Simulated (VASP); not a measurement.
# BiS (Pm-3m) in VASP: notebook, part 2 of 2

VASP 6.6.1. The steps go on from the part before.

## 4. Single point, B3LYP

This run uses another cell than the first one, of 32.07 Å³/atom.

Input file POSCAR:

```
BiS
1.0
    4.0029443400      0.0000000000      0.0000000000
    0.0000000000      4.0029443400      0.0000000000
    0.0000000000      0.0000000000      4.0029443400
Bi S
1 1
Direct
    0.5000000000      0.5000000000      0.5000000000
    0.0000000000      0.0000000000      0.0000000000
```

Input file INCAR.step1:

```
SYSTEM = BiS
  ALGO = Normal
  EDIFF = 1E-5
  ENCUT = 520
  GGA = PE
  ISIF = 2
  ISMEAR = -1
  LASPH = .TRUE.
  LCHARG = .FALSE.
  LREAL = .FALSE.
  LWAVE = .TRUE.
  NBANDS = 18
  NELM = 100
  PREC = Accurate
  SIGMA = 0.05
```

Input file INCAR.step2:

```
SYSTEM = BiS
  AEXX = 0.2
  AGGAC = 0.81
  AGGAX = 0.72
  ALDAC = 0.19
  ALGO = Normal
  EDIFF = 1E-6
  ENCUT = 520
  GGA = B3
  ISIF = 2
  ISMEAR = -1
  ISTART = 1
  LASPH = .TRUE.
  LCHARG = .FALSE.
  LHFCALC = .TRUE.
  LREAL = .FALSE.
  LWAVE = .FALSE.
  NBANDS = 18
  NELM = 100
  PREC = Accurate
  PRECFOCK = Normal
  SIGMA = 0.05
```

Input file KPOINTS:

```
k-points
0
G
  4 4 4
  0 0 0
```

Potentials or basis: VASP PAW PBE potentials, release 64 (Bi_d, S).

Launch:

```console
cat potpaw_PBE.64/Bi_d/POTCAR potpaw_PBE.64/S/POTCAR > POTCAR
cp INCAR.step1 INCAR
mpirun -np 1 vasp_std > vasp.out
cp INCAR.step2 INCAR
mpirun -np 1 vasp_std > vasp.out
```

OUTCAR:

```text
SYSTEM = BiS
   AEXX = 0.2
   EDIFF = 1E-6
   ENCUT = 520
   GGA = B3
   ISIF = 2
   ISMEAR = -1
   ISTART = 1
   LASPH = .TRUE.
   LHFCALC = .TRUE.
   LREAL = .FALSE.
   NELM = 100
   PREC = Accurate
   PRECFOCK = Normal

 ion  position               nearest neighbor table
   1  0.500  0.500  0.500-
   2  0.000  0.000  0.000-

  LATTYP: Found a simple cubic cell.
 ALAT       =     4.0029443400

  Lattice vectors:

 A1 = (   4.0029443400,   0.0000000000,   0.0000000000)
 A2 = (   0.0000000000,   4.0029443400,   0.0000000000)
 A3 = (   0.0000000000,   0.0000000000,   4.0029443400)

Analysis of symmetry for initial positions (statically):
=====================================================================
 Subroutine PRICEL returns:
 Original cell was already a primitive cell.

 Routine SETGRP: Setting up the symmetry group for a
 simple cubic supercell.

 Subroutine GETGRP returns: Found 48 space group operations
 (whereof 48 operations were pure point group operations)
 out of a pool of 48 trial point group operations.
[... 151 lines left out ...]
  ---------------------------------------------------
  free energy    TOTEN  =        -8.19651670 eV

  energy without entropy =       -8.18442473  energy(sigma->0) =       -8.19047072

 E-fermi :   4.3336     XC(G=0):  -7.2421

 val. band max:        4.2986875691   @ k =   0.2500   0.2500   0.0000
 cond. band min:       4.9763441952   @ k =   0.5000   0.5000   0.2500
 fundamental gap:      0.6776566261
 Fermi energy:         4.3336448444

 k-point     1 :       0.0000    0.0000    0.0000
  band No.  band energies     occupation
      1     -21.1702      2.00000
      2     -21.1702      2.00000
      3     -21.1237      2.00000
      4     -21.1237      2.00000
      5     -21.1237      2.00000
      6     -10.1284      2.00000
[... 187 lines left out ...]
      5     -21.1194      2.00000
      6      -8.5610      2.00000
[... 10 lines left out ...]
     17      19.0602      0.00000
     18      19.0602      0.00000

------------------------ aborting loop because EDIFF is reached ----------------------------------------

  FORCE on cell =-STRESS in cart. coord.  units (eV):
  Direction    XX          YY          ZZ          XY          YZ          ZX
  --------------------------------------------------------------------------------------
  -------------------------------------------------------------------------------------
  Total       -4.1953729     -4.1953729     -4.1953729      0.0000000     -0.0000000      0.0000000
  in kB     -104.7954659   -104.7954659   -104.7954659      0.0000000     -0.0000000      0.0000000
  external PRESSURE =    -104.7954659 kB  Pullay stress =       0.0000000 kB

 VOLUME and BASIS-vectors are now :
 -----------------------------------------------------------------------------
  energy-cutoff  :      520.00
  volume of cell :       64.14
      direct lattice vectors                 reciprocal lattice vectors
     4.002944340  0.000000000  0.000000000     0.249816114  0.000000000  0.000000000
     0.000000000  4.002944340  0.000000000     0.000000000  0.249816114  0.000000000
     0.000000000  0.000000000  4.002944340     0.000000000  0.000000000  0.249816114

 POSITION                                       TOTAL-FORCE (eV/Angst)
 -----------------------------------------------------------------------------------
      2.00147      2.00147      2.00147         0.000000      0.000000      0.000000
      0.00000      0.00000      0.00000         0.000000      0.000000      0.000000
 -----------------------------------------------------------------------------------
    total drift:                                0.000001      0.000001      0.000001

  FREE ENERGIE OF THE ION-ELECTRON SYSTEM (eV)
  ---------------------------------------------------
  free  energy   TOTEN  =        -8.1965167019 eV

  energy  without entropy=       -8.1844247329  energy(sigma->0) =       -8.19047072
```

OSZICAR.step1:

```text
N       E                     dE             d eps       ncg     rms          rms(c)
DAV:   1     0.156448572912E+03    0.15645E+03   -0.10393E+04   360   0.116E+03
DAV:   2     0.567439191279E+01   -0.15077E+03   -0.14587E+03   400   0.300E+02
DAV:   3    -0.746030024035E+01   -0.13135E+02   -0.13010E+02   430   0.915E+01
DAV:   4    -0.783731206651E+01   -0.37701E+00   -0.37608E+00   464   0.167E+01
DAV:   5    -0.784880062883E+01   -0.11489E-01   -0.11487E-01   486   0.277E+00    0.413E+00
DAV:   6    -0.716820921383E+01    0.68059E+00   -0.33818E+00   472   0.691E+00    0.280E+00
DAV:   7    -0.714892727099E+01    0.19282E-01   -0.19170E-01   398   0.213E+00    0.146E+00
DAV:   8    -0.714155642106E+01    0.73708E-02   -0.45308E-02   392   0.118E+00    0.409E-01
DAV:   9    -0.714140791308E+01    0.14851E-03   -0.26773E-03   476   0.228E-01    0.185E-01
DAV:  10    -0.714165190639E+01   -0.24399E-03   -0.36782E-04   400   0.183E-01    0.971E-02
DAV:  11    -0.714162876621E+01    0.23140E-04   -0.39100E-05   456   0.433E-02    0.700E-03
DAV:  12    -0.714162924278E+01   -0.47657E-06   -0.40620E-06   244   0.112E-02
   1 F= -.71416292E+01 E0= -.71340901E+01  d E =-.150783E-01
```

It took 13 min on 1 thread of Intel Xeon Platinum 8259CL at 2.50GHz (Skylake/Cascade Lake), shared host; peak memory 0.18 GiB.

What came out:

| Property | Result |
| --- | --- |
| Free energy | -8.1965 eV |
| Pressure | -10.5 GPa |
| Band gap on the k mesh | zero (an odd number of electrons rules out a gap without spin polarisation) |

Levels at points of the mesh, in eV from the Fermi level:
```
           k point  band 8  band 9  band 10  band 11  band 12  band 13
(0.00, 0.00, 0.00)   -2.67   -2.67    -2.67     3.36     3.36     3.36
(0.50, 0.00, 0.00)   -2.23   -1.68    -1.68    -1.63     1.76     1.76
(0.50, 0.50, 0.00)   -4.87   -4.87    -1.48     2.23     2.23     2.57
(0.50, 0.50, 0.50)   -2.99   -2.99    -2.99    -1.82    -1.82    -1.82
```

Caveat: the k points lie up to 0.39 Å⁻¹ apart, too coarse for converged energies and pressures of a metal; the PAW data sets were made with another functional, which shifts forces and pressure a little; spin-orbit coupling is left out, which moves the levels of the heavy elements; an odd number of electrons without spin polarisation forces a metal; a magnetic or distorted state may lie lower.

## 5. The runs side by side

```tsv
level	cell	share of exact exchange	gap on the mesh (eV)	pressure (GPa)
B3LYP	a = 3.638 Å, 2 atoms	0.2	none	-0.1
HF	a = 3.640 Å, 2 atoms	1	none	-0.8
B3LYP	a = 4.003 Å, 2 atoms	0.2	none	-10.5
```

Alike in all rows: task single point; potentials or basis VASP PAW PBE potentials, release 64 (Bi_d, S); no spin polarisation; k mesh 4 × 4 × 4; cutoff (eV) 520; smearing fermi-dirac 0.05 eV.

Caveats: all runs use coarse meshes; the PAW data sets were made with another functional, which shifts forces and pressure a little; spin-orbit coupling is left out, which moves the levels of the heavy elements; an odd number of electrons without spin polarisation forces a metal; a magnetic or distorted state may lie lower.

Absolute energies hang on the potentials; compare differences alone.

The gap in the log of VASP goes by the Fermi energy; the results here count the filled bands.